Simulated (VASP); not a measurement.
RbHgBr2:

```xyz
4
Lattice="5.3460 0.0000 0.0000 0.0000 5.3460 0.0000 0.0000 0.0000 4.9347" Properties=species:S:1:pos:R:3 pbc="T T T"
Rb    2.6730    2.6730    2.4673
Hg    0.0000    0.0000    0.0000
Br    2.6730    0.0000    0.0000
Br    0.0000    2.6730    0.0000
```

| Item | Value |
| --- | --- |
| Program | VASP 6.6.1 |
| Task | relaxation of cell and atoms |
| Functional | PBE |
| Potentials or basis | VASP PAW PBE potentials, release 64 (Rb_sv, Hg, Br) |
| Cutoff | 600 eV |
| k mesh | 4 × 4 × 4 |
| Occupations | gaussian, width 0.1 eV |
| Spin | no spin polarisation |

At the start: pressure 5.8 GPa; volume 35.26 Å³/atom.

Question: Where does the relaxation end?

Answer: Over 7 steps the energy falls by 172.6 meV/atom and the volume is 38.48 Å³/atom (+9.1 %); space group P4/mmm (No. 123, to 0.05 Å).

Step by step:
```csv
step,energy change (eV),largest force (eV/Å),pressure (GPa),volume (Å³)
1,0.0000,0.0000,5.75,141.03
2,-0.6404,0.0000,-0.37,167.92
3,-0.6404,0.0000,-0.36,167.87
4,-0.6529,0.0000,-0.32,165.84
5,-0.6803,0.0000,-0.18,159.75
6,-0.6799,0.0000,0.27,147.50
7,-0.6906,0.0000,0.00,153.91
```

Final structure:
```xyz
4
Lattice="5.8681 0.0000 0.0000 0.0000 5.8681 0.0000 0.0000 0.0000 4.4695" Properties=species:S:1:pos:R:3 pbc="T T T"
Rb    2.9340    2.9340    2.2348
Hg    0.0000    0.0000    0.0000
Br    2.9340    0.0000    0.0000
Br    5.8681    2.9340    4.4695
```

Caveat: an odd number of electrons without spin polarisation forces a metal; a magnetic or distorted state may lie lower.
